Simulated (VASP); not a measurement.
A run of VASP 6.6.1 is set up as follows.

File INCAR:

```
SYSTEM = PtSe2
PREC     = Accurate       ! precision mode
ENCUT    = 520            ! plane-wave cutoff, eV
EDIFF    = 1E-7           ! SCF threshold, eV
ISMEAR   = 0              ! smearing method
SIGMA    = 0.05           ! smearing width, eV
LREAL    = .False.        ! projectors in reciprocal space
LASPH    = .True.         ! aspherical terms in the spheres
NELM     = 100            ! most SCF steps
ALGO     = Normal         ! electronic algorithm
ISIF     = 2              ! what is computed and relaxed
LWAVE    = .False.        ! write WAVECAR
LCHARG   = .True.         ! write CHGCAR
LDIPOL   = .True.       
IDIPOL   = 3            
DIPOL    = 0.5 0.5 0.390
GGA      = PE             ! functional
IVDW     = 12             ! dispersion correction
LELF     = .True.         ! ELF
LVHAR    = .True.       
LVACPOTAV= .True.       
NBANDS   = 31             ! bands
```

Contents of KPOINTS:

```
Automatic mesh
0
Gamma
  9 9 1
  0 0 0
```

POSCAR

```
PtSe2
1.0
    3.7070359042      0.0000000000      0.0000000000
   -1.8535179521      3.2103872658      0.0000000000
    0.0000000000      0.0000000000     22.7981610971
Se Pt
4 2
Direct
    0.6666666667      0.3333333333      0.1973843408
    0.3333333333      0.6666666667      0.3134873373
    0.3333333333      0.8333333333      0.4659161532
    0.6666666667      0.5000000000      0.5820197752
    0.0000000000      0.0000000000      0.2555591465
    1.0000000000      1.1666666667      0.5238434253
```

Potentials or basis: VASP PAW PBE potentials, release 64 (Se, Pt).

The run is started by

```sh
$ cat potpaw_PBE.64/Se/POTCAR potpaw_PBE.64/Pt/POTCAR > POTCAR
$ mpirun -np 1 vasp_std > vasp.out
```

**Question.** Estimate the band gap on the k mesh.

**Answer.** 0.83 eV, indirect (least direct gap 1.01 eV).

**Question.** Predict the largest force.

**Answer.** 0.059 eV/Å.

**Question.** Estimate the dispersion energy per atom.

**Answer.** -0.345 eV.

Forces on the atoms (eV/Å):
```
Se   0.008 -0.020  0.000
Se   0.028 -0.052  0.000
Se  -0.031  0.050  0.000
Se  -0.013  0.017  0.000
Pt  -0.008  0.023  0.000
Pt   0.015 -0.019  0.000
```

Caveat: spin-orbit coupling is left out, which moves the levels of the heavy elements.
